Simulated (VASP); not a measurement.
# AlNi (WC type) (P-6m2) in VASP: a series of runs, part 2 of 2

VASP 6.6.1. The steps go on from the part before.

## 4. Relaxation of cell and atoms, PBE, target pressure 9.3 GPa, at which the enthalpy is minimised

Contents of INCAR:

```
PREC = Accurate
ENCUT = 600
EDIFF = 1E-6
ISMEAR = -1
SIGMA = 0.05
LREAL = F
LASPH = T
NELM = 80
ALGO = Normal
ISIF = 3
LWAVE = F
LCHARG = F
GGA = PE
IBRION = 2
NSW = 32
EDIFFG = -0.005
PSTRESS = 93.0
```

Contents of KPOINTS:

```
regular mesh
0
Gamma
  14 14 13
```

Contents of POSCAR:

```
AlNi
1.0
    2.6954978524      0.0000000000      0.0000000000
   -1.3477489262      2.3343696160      0.0000000000
    0.0000000000      0.0000000000      3.7748101466
Ni Al
1 1
Direct
    0.0000000000      0.0000000000      0.0000000000
    0.3333333333      0.6666666667      0.5000000000
```

Potentials or basis: VASP PAW PBE potentials, release 64 (Ni, Al).

Started as:

```console
> cat potpaw_PBE.64/Ni/POTCAR potpaw_PBE.64/Al/POTCAR > POTCAR
> mpirun -np 1 vasp_std > vasp.out
```

OUTCAR:

```text
PREC = Accurate
   ENCUT = 600
   EDIFF = 1E-6
   ISMEAR = -1
   LREAL = F
   LASPH = T
   NELM = 80
   ISIF = 3
   GGA = PE
   IBRION = 2
   NSW = 32
   EDIFFG = -0.005
   PSTRESS = 93.0

 ion  position               nearest neighbor table
   1  0.000  0.000  0.000-   2 2.45   2 2.45   2 2.45   2 2.45   2 2.45   2 2.45
   2  0.333  0.667  0.500-   1 2.45   1 2.45   1 2.45   1 2.45   1 2.45   1 2.45

  LATTYP: Found a hexagonal cell.
 ALAT       =     2.6954978524
 C/A-ratio  =     1.4004129676

  Lattice vectors:

 A1 = (   2.6954978524,   0.0000000000,   0.0000000000)
 A2 = (  -1.3477489262,   2.3343696160,   0.0000000000)
 A3 = (   0.0000000000,   0.0000000000,   3.7748101466)

Analysis of symmetry for initial positions (statically):
=====================================================================
 Subroutine PRICEL returns:
 Original cell was already a primitive cell.

 Routine SETGRP: Setting up the symmetry group for a
 hexagonal supercell.

 Subroutine GETGRP returns: Found 12 space group operations
 (whereof 12 operations were pure point group operations)
 out of a pool of 24 trial point group operations.

[... 169 lines left out ...]
  --------------------------------------------------------------------------------------
  -------------------------------------------------------------------------------------
  Total        1.3790024      1.3790024      1.3609610      0.0000000      0.0000000      0.0000000
  in kB       93.0190436     93.0190436     91.8020828      0.0000000      0.0000000      0.0000000
  external PRESSURE =      -0.3866100 kB  Pullay stress =      93.0000000 kB
[... 63 lines left out ...]
--------------------------------------- Ionic step        3  -------------------------------------------

 number of electron      13.0000003 magnetization

 Free energy of the ion-electron system (eV)
  ---------------------------------------------------
  ext. energy  EPLUGINS =         0.00000000
  ---------------------------------------------------
  free energy    TOTEN  =       -10.12256389 eV

  energy without entropy =      -10.11694012  energy(sigma->0) =      -10.11975201

 E-fermi :  10.0141     XC(G=0): -12.0760

 val. band max:       10.0125242609   @ k =   0.3571   0.2857   0.2308
 cond. band min:      10.0668046042   @ k =   0.3571   0.1429   0.4615
 fundamental gap:      0.0542803433
 Fermi energy:        10.0140709921

 k-point     1 :       0.0000    0.0000    0.0000
  band No.  band energies     occupation
      1      -1.2313      2.00000
      2       6.1425      2.00000
      3       8.1266      2.00000
      4       8.1266      2.00000
      5       8.4031      2.00000
      6       8.5614      2.00000
      7       8.5614      2.00000
      8      13.0480      0.00000
      9      23.1557      0.00000
     10      23.1557      0.00000
[... 287 lines left out ...]
 k-point    24 :       0.3571    0.2857    0.0000
  band No.  band energies     occupation
      1       5.5579      2.00000
      2       6.2718      2.00000
      3       6.6887      2.00000
      4       7.1224      2.00000
      5       7.4754      2.00000
      6       9.7678      1.98559
      7      10.5423      0.00005
      8      11.2607      0.00000
      9      16.6664      0.00000
     10      18.6824      0.00000

 [... further k-points ...]
[... 5 lines left out ...]
  --------------------------------------------------------------------------------------
  -------------------------------------------------------------------------------------
  Total        1.3881190      1.3881190      1.3817402     -0.0000000      0.0000000      0.0000000
  in kB       93.6607227     93.6607227     93.2303298     -0.0000000      0.0000000      0.0000000
  external PRESSURE =       0.5172584 kB  Pullay stress =      93.0000000 kB
[... 21 lines left out ...]
  energy  without entropy=      -10.1169401237  energy(sigma->0) =      -10.11975201

  enthalpy is  TOTEN    =        -8.7442372918 eV   P V=        1.3783265967

 reached required accuracy - stopping structural energy minimisation
```

OSZICAR:

```text
N       E                     dE             d eps       ncg     rms          rms(c)
DAV:   1     0.428162794476E+02    0.42816E+02   -0.62941E+03  3384   0.154E+03
DAV:   2    -0.103561676118E+02   -0.53172E+02   -0.50048E+02  3374   0.216E+02
DAV:   3    -0.117218295101E+02   -0.13657E+01   -0.13514E+01  3944   0.446E+01
[... 19 lines left out ...]
       N       E                     dE             d eps       ncg     rms          rms(c)
DAV:   1    -0.101225694753E+02   -0.18404E-03   -0.83400E-05  3782   0.150E-01    0.207E-02
DAV:   2    -0.101225754999E+02   -0.60247E-05   -0.19329E-04  3798   0.229E-01    0.278E-02
DAV:   3    -0.101225641693E+02    0.11331E-04   -0.83878E-05  3776   0.154E-01    0.409E-03
DAV:   4    -0.101225638885E+02    0.28079E-06   -0.61785E-07  1734   0.994E-03
   3 F= -.87442373E+01 E0= -.87414254E+01  d E =-.276132E-05
```

Run time: 2.3 min. Hardware: 1 thread of AMD EPYC 7R13, shared host; peak memory 0.16 GiB.

What came out:

```yaml
Free_energy: -10.1226 eV
Relaxed_volume: 11.87 Å³/atom
Relaxed_cell: a = 2.696 Å, b = 2.696 Å, c = 3.774 Å, α = 90.00°, β = 90.00°, γ = 120.00°
Space_group_after_relaxing_to_0.05_Å: P-6m2 (No. 187)
Energy_change_on_relaxing_the_enthalpy_is_what_falls: +0.2 meV/atom
Ionic_steps: 3
Pressure_after_relaxing: 9.4 GPa
```

Step by step:
| step | energy change (eV) | largest force (eV/Å) | pressure (GPa) | volume (Å³) |
| --- | --- | --- | --- | --- |
| 1 | 0.0000 | 0.0000 | 9.26 | 23.75 |
| 2 | 0.0006 | 0.0000 | 9.37 | 23.74 |
| 3 | 0.0004 | 0.0000 | 9.35 | 23.75 |

Final structure:
```cif
data_structure
_symmetry_space_group_name_H-M 'P 1'
_symmetry_Int_Tables_number 1
_cell_length_a 2.6955
_cell_length_b 2.6955
_cell_length_c 3.7737
_cell_angle_alpha 90.000
_cell_angle_beta 90.000
_cell_angle_gamma 120.000
_cell_volume 23.75
loop_
_atom_site_label
_atom_site_type_symbol
_atom_site_fract_x
_atom_site_fract_y
_atom_site_fract_z
_atom_site_occupancy
Ni1 Ni 0.00000 0.00000 0.00000 1
Al1 Al 0.33333 0.66667 0.50000 1
```

Levels at points of the mesh, in eV from the Fermi level:
```tsv
k point	band 5	band 6	band 7	band 8	band 9	band 10
(0.00, 0.00, 0.00)	-1.61	-1.45	-1.45	3.03	13.14	13.14
(0.50, 0.00, 0.00)	-1.76	-0.59	0.40	4.64	6.30	7.87
```

Caveat: the cell is relaxed towards a set pressure, so the enthalpy falls and the energy may rise. Spin polarisation is off, so any magnetic state and its effect on volume and gap are missing.

## 5. Relaxation of cell and atoms, PBE, target pressure 9.3 GPa, at which the enthalpy is minimised

This run uses another cell than the first one, of 13.33 Å³/atom, 1.123 times its volume.

Contents of INCAR:

```
SYSTEM = AlNi
PREC     = Accurate       ! precision mode
ENCUT    = 600            ! plane-wave cutoff, eV
EDIFF    = 1E-6           ! SCF threshold, eV
ISMEAR   = -1             ! smearing method
SIGMA    = 0.05           ! smearing width, eV
LREAL    = .False.        ! projectors in reciprocal space
LASPH    = .True.         ! aspherical terms in the spheres
NELM     = 100            ! most SCF steps
ALGO     = Normal         ! electronic algorithm
ISIF     = 3              ! what is computed and relaxed
LWAVE    = .False.        ! write WAVECAR
LCHARG   = .False.        ! write CHGCAR
GGA      = PE             ! functional
IBRION   = 2              ! ionic algorithm
NSW      = 60             ! ionic steps
EDIFFG   = -0.005         ! ionic threshold
PSTRESS  = 93.0
```

Contents of KPOINTS:

```
Automatic mesh
0
Gamma
  14 14 13
  0 0 0
```

Contents of POSCAR:

```
AlNi
1.0
    3.1555442289      0.0000000000      0.0000000000
   -1.5777721145      2.7327814650      0.0000000000
    0.0000000000      0.0000000000      3.0924333444
Ni Al
1 1
Direct
    0.0000000000      0.0000000000      0.0000000000
    0.3333333333      0.6666666667      0.5000000000
```

Started as:

```console
> cat potpaw_PBE.64/Ni/POTCAR potpaw_PBE.64/Al/POTCAR > POTCAR
> mpirun -np 1 vasp_std > vasp.out
```

Wall time 18 min (1 thread of AMD EPYC 7R13, shared host); peak memory 0.2 GiB.

It converged, with:

```
Free energy                                            : -10.1222 eV
Relaxed volume                                         : 11.87 Å³/atom
Relaxed cell                                           : a = 2.696 Å, b = 2.696 Å, c = 3.772 Å, α = 90.00°, β = 90.00°, γ = 120.00°
Space group after relaxing (to 0.05 Å)                 : P-6m2 (No. 187)
Energy change on relaxing (the enthalpy is what falls) : -145.7 meV/atom
Ionic steps                                            : 30
Pressure after relaxing                                : 9.3 GPa
```

The path:
```tsv
step	energy change (eV)	largest force (eV/Å)	pressure (GPa)	volume (Å³)
1	0.0000	0.0000	3.64	26.67
2	0.0761	0.0000	14.02	24.89
3	0.0492	0.0000	11.29	25.30
4	0.0263	0.0000	12.37	24.93
5	-0.0866	0.0000	16.25	23.66
6	0.3599	0.0000	45.67	20.46
7	-0.1360	0.0000	19.99	22.86
8	-0.0572	0.0000	29.05	21.71
9	-0.1186	0.0000	24.80	22.18
10	-0.1364	0.0000	23.69	22.23
11	-0.1563	0.0000	21.65	22.34
12	-0.1778	0.0000	20.06	22.50
13	-0.2328	0.0000	15.58	22.99
14	-0.3033	0.0000	7.83	23.97
15	-0.2915	0.0000	9.55	23.75
16	-0.2898	0.0000	9.68	23.72
17	-0.2901	0.0000	9.61	23.72
18	-0.2908	0.0000	9.45	23.73
19	-0.2920	0.0000	9.14	23.75
20	-0.2913	0.0000	9.48	23.74
21	-0.2913	0.0000	9.01	23.74
22	-0.2900	0.0000	9.57	23.72
23	-0.2906	0.0000	9.50	23.73
24	-0.2909	0.0000	9.49	23.73
25	-0.2911	0.0000	9.45	23.74
26	-0.2912	0.0000	9.43	23.74
27	-0.2913	0.0000	9.42	23.74
28	-0.2913	0.0000	9.13	23.74
29	-0.2913	0.0000	9.54	23.74
30	-0.2913	0.0000	9.32	23.74
```

Final structure:
```cif
data_structure
_symmetry_space_group_name_H-M 'P 1'
_symmetry_Int_Tables_number 1
_cell_length_a 2.6956
_cell_length_b 2.6956
_cell_length_c 3.7725
_cell_angle_alpha 90.000
_cell_angle_beta 90.000
_cell_angle_gamma 120.000
_cell_volume 23.74
loop_
_atom_site_label
_atom_site_type_symbol
_atom_site_fract_x
_atom_site_fract_y
_atom_site_fract_z
_atom_site_occupancy
Ni1 Ni 0.00000 0.00000 0.00000 1
Al1 Al 0.33333 0.66667 0.50000 1
```

Levels at points of the mesh, in eV from the Fermi level:
| k point | band 4 | band 5 | band 6 | band 7 | band 8 | band 9 | band 10 |
| --- | --- | --- | --- | --- | --- | --- | --- |
| (0.00, 0.00, 0.00) | -1.89 | -1.61 | -1.45 | -1.45 | 3.04 | 13.14 | 13.14 |
| (0.50, 0.00, 0.00) | -3.10 | -1.76 | -0.59 | 0.40 | 4.65 | 6.30 | 7.87 |

Caveat: the cell is relaxed towards a set pressure, so the enthalpy falls and the energy may rise.

## 6. The runs side by side

```csv
task,cell,cutoff (eV),gap on the mesh (eV),pressure (GPa)
single point,"a = 2.695, b = 2.695, c = 3.775 Å, angles 90.0, 90.0, 120.0°, 2 atoms",520,none,9.2
single point,"a = 2.695, b = 2.695, c = 3.774 Å, angles 90.0, 90.0, 120.0°, 2 atoms",520,none,9.3
relaxation of cell and atoms,"relaxed to 9.3 GPa from a = 2.695, b = 2.695, c = 3.775 Å, angles 90.0, 90.0, 120.0°, 2 atoms",600,none,9.4
relaxation of cell and atoms,"relaxed to 9.3 GPa from a = 3.156, b = 3.156, c = 3.092 Å, angles 90.0, 90.0, 120.0°, 2 atoms",600,none,9.3
```

Alike in all rows: level PBE; potentials or basis VASP PAW PBE potentials, release 64 (Ni, Al); no spin polarisation; k mesh 14 × 14 × 13; smearing fermi-dirac 0.05 eV.

Caveats: the cell is relaxed towards a set pressure, so the enthalpy falls and the energy may rise (some runs).

Total energies depend on the potentials used, so only differences within one code and one set of settings carry meaning.
